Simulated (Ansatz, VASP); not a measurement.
**SiC in VASP and in Ansatz**

Contents of POSCAR:

```
SiC
1.0
    0.0000000000      2.1087800000      2.1740000000
    2.1740000000      0.0000000000      2.1740000000
    2.1740000000      2.1087800000      0.0000000000
Si C
1 1
Direct
    0.0000000000      0.0000000000      0.0000000000
    0.7500000000      0.7500000000      0.7500000000
```

INCAR.step1

```
ALGO = Normal ; EDIFF = 1E-4
ENCUT = 520 ; GGA = PE
ISMEAR = 0 ; LASPH = True
LCHARG = False ; LREAL = False
LWAVE = True ; NBANDS = 11
NELM = 80 ; PREC = Accurate
SIGMA = 0.05
```

Contents of INCAR.step2:

```
ALGO = Normal ; EDIFF = 1E-6
ENCUT = 520 ; ISIF = 2
ISMEAR = 0 ; ISTART = 1
LASPH = True ; LCHARG = False
LMIXTAU = True ; LREAL = False
LWAVE = False ; METAGGA = R2SCAN
NBANDS = 11 ; NELM = 80
PREC = Accurate ; SIGMA = 0.05
```

The input KPOINTS:

```
k-points
0
Gamma
  12 12 12
```

Input for Ansatz:

```yaml
crystal:
  lattice:
    - [0.0, 2.10878, 2.174]
    - [2.174, 0.0, 2.174]
    - [2.174, 2.10878, 0.0]
  atoms:
    - { symbol: Si, position: [0.0, 0.0, 0.0] }
    - { symbol: C, position: [0.75, 0.75, 0.75] }
basis:
  ecutwfc: 500
kpoints:
  mp_grid: { grid: [12, 12, 12] }
hamiltonian:
  xc: r2scan
scf:
  occupations: { method: gaussian, width: 0.05 }
output:
  forces: true
  stress: true
  eigenvalues: true
```

Change from the starting cell: strain -0.0300 x Voigt [0, 1, 0, 0, 0, 0], atoms carried along.

Alike in both runs: task single point; functional r2SCAN; k mesh 12 × 12 × 12; occupations gaussian, width 0.05 eV; no spin polarisation.

|  | VASP | Ansatz |
| --- | --- | --- |
| version | VASP 6.6.1 | Ansatz 0.2.0 |
| potentials or method | VASP PAW PBE potentials, release 64 (Si, C), cutoff 520 eV | scalar-relativistic, plane waves, PAW |
| valence electrons in the cell | 8 | 8 |

|  | VASP | Ansatz | Ansatz less VASP |
| --- | --- | --- | --- |
| gap on the k mesh at the Fermi level (eV) | 1.37 | 1.36 | -0.012 |
| least direct gap on the mesh (eV) | 5.07 | 5.05 | -0.013 |
| pressure (GPa) | 8.5 | 8.7 | +0.22 |
| traceless stress, the component that is largest in VASP (GPa) | 5.37 | 5.35 | -0.028 |

VASP's potentials were made for PBE, not for r2SCAN. The functional is the same, so the differences come from potentials, cutoffs and numerics.
